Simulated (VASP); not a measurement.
# HfC (Fm-3m) in VASP: settings compared, part 2 of 2

VASP 6.6.1.

### Step 3. Single point, PBE0

POSCAR

```
HfC
1.0
    0.0000000000      2.2775377028      2.2775377028
    2.2775377028      0.0000000000      2.2775377028
    2.2775377028      2.2775377028      0.0000000000
Hf C
1 1
Direct
    0.5000000000      0.5000000000      0.5000000000
    0.0000000000      0.0000000000      0.0000000000
```

INCAR.step1

```
SYSTEM = HfC
ALGO = Normal ; EDIFF = 1E-5
ENCUT = 520 ; GGA = PE
ISIF = 2 ; ISMEAR = -1
LASPH = .True. ; LCHARG = .False.
LREAL = .False. ; LWAVE = .True.
NBANDS = 14 ; NELM = 100
PREC = Accurate ; SIGMA = 0.05
```

INCAR.step2

```
SYSTEM = HfC
AEXX = 0.25 ; ALGO = Normal
EDIFF = 1E-7 ; ENCUT = 520
GGA = PE ; ISIF = 2
ISMEAR = -1 ; ISTART = 1
LASPH = .True. ; LCHARG = .False.
LHFCALC = .True. ; LREAL = .False.
LWAVE = .False. ; NBANDS = 14
NELM = 100 ; PREC = Accurate
PRECFOCK = Normal ; SIGMA = 0.05
```

KPOINTS

```
k-points
0
Gamma
  6 6 6
  0 0 0
```

Potentials or basis: VASP PAW PBE potentials, release 64 (Hf_pv, C).

Launch:

```console
$ cat potpaw_PBE.64/Hf_pv/POTCAR potpaw_PBE.64/C/POTCAR > POTCAR
$ cp INCAR.step1 INCAR
$ mpirun -np 1 vasp_std > vasp.out
$ cp INCAR.step2 INCAR
$ mpirun -np 1 vasp_std > vasp.out
```

OUTCAR:

```text
SYSTEM = HfC
   AEXX = 0.25
   EDIFF = 1E-7
   ENCUT = 520
   GGA = PE
   ISIF = 2
   ISMEAR = -1
   ISTART = 1
   LASPH = .True.
   LHFCALC = .True.
   LREAL = .False.
   NELM = 100
   PREC = Accurate
   PRECFOCK = Normal

 ion  position               nearest neighbor table
   1  0.500  0.500  0.500-   2 2.28   2 2.28   2 2.28   2 2.28   2 2.28   2 2.28
   2  0.000  0.000  0.000-   1 2.28   1 2.28   1 2.28   1 2.28   1 2.28   1 2.28

  LATTYP: Found a face centered cubic cell.
 ALAT       =     4.5550754056

  Lattice vectors:

 A1 = (   0.0000000000,   2.2775377028,   2.2775377028)
 A2 = (   2.2775377028,   0.0000000000,   2.2775377028)
 A3 = (   2.2775377028,   2.2775377028,   0.0000000000)

Analysis of symmetry for initial positions (statically):
=====================================================================
 Subroutine PRICEL returns:
 Original cell was already a primitive cell.

 Routine SETGRP: Setting up the symmetry group for a
 face centered cubic supercell.

 Subroutine GETGRP returns: Found 48 space group operations
 (whereof 48 operations were pure point group operations)
 out of a pool of 48 trial point group operations.

The static configuration has the point symmetry O_h .

Analysis of symmetry for dynamics (positions and initial velocities):
=====================================================================
 Subroutine PRICEL returns:
 Original cell was already a primitive cell.

 Routine SETGRP: Setting up the symmetry group for a
 face centered cubic supercell.

 Subroutine GETGRP returns: Found 48 space group operations
 (whereof 48 operations were pure point group operations)
 out of a pool of 48 trial point group operations.

The dynamic configuration has the point symmetry O_h .

 Subroutine INISYM returns: Found 48 space group operations
 (whereof 48 operations are pure point group operations),
 and found     1 'primitive' translations

----------------------------------------------------------------------------------------

                                     Primitive cell

  volume of cell :      23.6280

  direct lattice vectors                    reciprocal lattice vectors
     0.000000000  2.277537703  2.277537703    -0.219535334  0.219535334  0.219535334
     2.277537703  0.000000000  2.277537703     0.219535334 -0.219535334  0.219535334
     2.277537703  2.277537703  0.000000000     0.219535334  0.219535334 -0.219535334

  length of vectors
     3.220924708  3.220924708  3.220924708     0.380246352  0.380246352  0.380246352

  position of ions in fractional coordinates (direct lattice)
     0.500000000  0.500000000  0.500000000
     0.000000000  0.000000000  0.000000000

  ion indices of the primitive-cell ions
   primitive index   ion index
                 1           1
                 2           2

----------------------------------------------------------------------------------------

 KPOINTS: k-points

Automatic generation of k-mesh.
 Grid dimensions read from file:
 generate k-points for:    6    6    6

 Generating k-lattice:

[... 39 lines left out ...]
   ions per type =               1   1
   NGX,Y,Z   is equivalent  to a cutoff of  12.39, 12.39, 12.39 a.u.
   NGXF,Y,Z  is equivalent  to a cutoff of  24.77, 24.77, 24.77 a.u.
 SYSTEM =  HfC
   PREC   = accura    normal or accurate (medium, high low for compatibility)
   ISTART =      1    job   : 0-new  1-cont  2-samecut
   ICHARG =      0    charge: 1-file 2-atom 10-const
   ISPIN  =      1    spin polarized calculation?
   LNONCOLLINEAR =      F non collinear calculations
   LSORBIT =      F    spin-orbit coupling
   LASPH  =      T    aspherical Exc in radial PAW
   ENCUT  =  520.0 eV  38.22 Ry    6.18 a.u.   5.99  5.99  5.99*2*pi/ulx,y,z
   NELM   =    100;   NELMIN=  2; NELMDL=  0     # of ELM steps
   EDIFF  = 0.1E-06   stopping-criterion for ELM
   LREAL  =      F    real-space projection
   EDIFFG = 0.1E-05   stopping-criterion for IOM
   NSW    =      0    number of steps for IOM
   IBRION =     -1    ionic relax: 0-MD 1-quasi-New 2-CG
   NFREE  =      0    steps in history (QN), initial steepest desc. (CG)
   ISIF   =      2    stress and relaxation
   ISYM   =      3    0-nonsym 1-usesym 2-fastsym
   POTIM  = 0.5000    time-step for ionic-motion
   TEBEG  =    0.0;   TEEND  =   0.0 temperature during run
   PSTRESS=    0.0 pullay stress
   NELECT =      14.0000    total number of electrons
   NUPDOWN=      -1.0000    fix difference up-down
   EMIN   =  10.00;   EMAX   =-10.00  energy-range for DOS
   EFERMI =   0.00;   METHOD = LEGACY
   ISMEAR =    -1;   SIGMA  =   0.05  broadening in eV -4-tet -1-fermi 0-gaus
   EFERMI_NEDOS =   21; number of points for ismear=-14 and -15
   IALGO  =     38    algorithm
   IMIX   =      1    mixing-type and parameters
     AMIX     =   0.40;   BMIX     =  1.00
     AMIX_MAG =   1.60;   BMIX_MAG =  1.00
  volume/ion in A,a.u.               =      11.81        79.72
  Fermi-wavevector in a.u.,A,eV,Ry     =   1.375019  2.598409 25.724214  1.890676
  Thomas-Fermi vector in A             =   2.500393
   LORBIT       =      0    0 simple, 1 ext, 2 COOP (PROOUT), +10 PAW based schemes
   GGA     = PE    functional components
   LHFCALC =     T    Hartree Fock is set to
   PRECFOCK=normal    Normal, Fast or Accurate (Low or Medium for compatibility)
   ENCUT4O =  -1.0   cutoff for four orbital integrals eV
   NKREDX  =     1    reduce k-point grid by
   NKREDY  =     1    reduce k-point grid by
   NKREDZ  =     1    reduce k-point grid by
   AEXX    =    0.2500 exact exchange contribution
   HFSCREEN=    0.0000 screening length (either q_TF or 0.3 A-1)
   HFSCREENC=   0.0000 screening length for correlation (either q_TF or 0.3 A-1)
   ENCUTFOCK=  -1.0 apply spherical cutoff to Coloumb kernel
   IVDW    =     0    specifies the selected vdW correction
   LEPSILON=     F    determine dielectric tensor
   LRPA    =     F    only Hartree local field effects (RPA)
 non-spin polarized calculation
  energy-cutoff  :      520.00
  volume of cell :       23.63
 maximum number of plane-waves:       650
  NGX = 18; NGY = 18; NGZ = 18

 number of electron      14.0000000 magnetization

 Free energy of the ion-electron system (eV)
  ---------------------------------------------------
  ext. energy  EPLUGINS =         0.00000000
  ---------------------------------------------------
  free energy    TOTEN  =       -25.51835218 eV

  energy without entropy =      -25.51831010  energy(sigma->0) =      -25.51833114

 E-fermi :   5.9177     XC(G=0):  -9.8950

 val. band max:        5.5299384363   @ k =   0.1667   0.1667   0.0000
 cond. band min:       6.2685126066   @ k =   0.5000   0.5000   0.0000
 fundamental gap:      0.7385741703
 Fermi energy:         5.9176800633

 k-point     1 :       0.0000    0.0000    0.0000
  band No.  band energies     occupation
      1     -25.6373      2.00000
      2     -25.6373      2.00000
      3     -25.6373      2.00000
      4      -8.5349      2.00000
      5       7.5286      0.00000
      6       7.5286      0.00000
      7       7.5286      0.00000
      8       8.5190      0.00000
      9       8.5190      0.00000
     10       8.5190      0.00000
     11      10.6905      0.00000
     12      10.6905      0.00000
     13      15.2087      0.00000
     14      18.6257      0.00000
[... 241 lines left out ...]
      1     -26.3533      2.00000
      2     -26.0927      2.00000
      3     -25.9743      2.00000
      4      -5.7635      2.00000
      5       2.5001      2.00000
      6       2.7870      2.00000
      7       2.9488      2.00000
      8       9.1458      0.00000
      9      13.1378      0.00000
     10      14.7893      0.00000
     11      14.9274      0.00000
     12      16.8914      0.00000
     13      20.4363      0.00000
     14      21.7838      0.00000

------------------------ aborting loop because EDIFF is reached ----------------------------------------

  FORCE on cell =-STRESS in cart. coord.  units (eV):
  Direction    XX          YY          ZZ          XY          YZ          ZX
  --------------------------------------------------------------------------------------
  -------------------------------------------------------------------------------------
  Total        1.7884026      1.7884026      1.7884026      0.0000000     -0.0000000      0.0000000
  in kB      121.2688188    121.2688188    121.2688188      0.0000000     -0.0000000      0.0000000
  external PRESSURE =     121.2688188 kB  Pullay stress =       0.0000000 kB

 VOLUME and BASIS-vectors are now :
 -----------------------------------------------------------------------------
  energy-cutoff  :      520.00
  volume of cell :       23.63
      direct lattice vectors                 reciprocal lattice vectors
     0.000000000  2.277537703  2.277537703    -0.219535334  0.219535334  0.219535334
     2.277537703  0.000000000  2.277537703     0.219535334 -0.219535334  0.219535334
     2.277537703  2.277537703  0.000000000     0.219535334  0.219535334 -0.219535334

 POSITION                                       TOTAL-FORCE (eV/Angst)
 -----------------------------------------------------------------------------------
      2.27754      2.27754      2.27754        -0.000000      0.000000      0.000000
      0.00000      0.00000      0.00000         0.000000     -0.000000      0.000000
 -----------------------------------------------------------------------------------
    total drift:                               -0.000000      0.000000     -0.000000

  FREE ENERGIE OF THE ION-ELECTRON SYSTEM (eV)
  ---------------------------------------------------
  free  energy   TOTEN  =       -25.5183521782 eV

  energy  without entropy=      -25.5183100983  energy(sigma->0) =      -25.51833114
```

Wall time 28 min (1 thread of Intel Xeon Platinum 8259CL at 2.50GHz (Skylake/Cascade Lake), shared host); peak memory 0.15 GiB.

What came out:

```yaml
Free_energy: -25.5184 eV
Pressure: 12.1 GPa
Band_gap_on_the_k_mesh: zero (bands 7 and 8 overlap by 2.15 eV)
```

Caveat: the k points lie up to 0.40 Å⁻¹ apart, too coarse for converged energies and pressures of a metal; the PAW data sets were made with another functional, which shifts forces and pressure a little; spin-orbit coupling is left out, which moves the levels of the heavy elements.
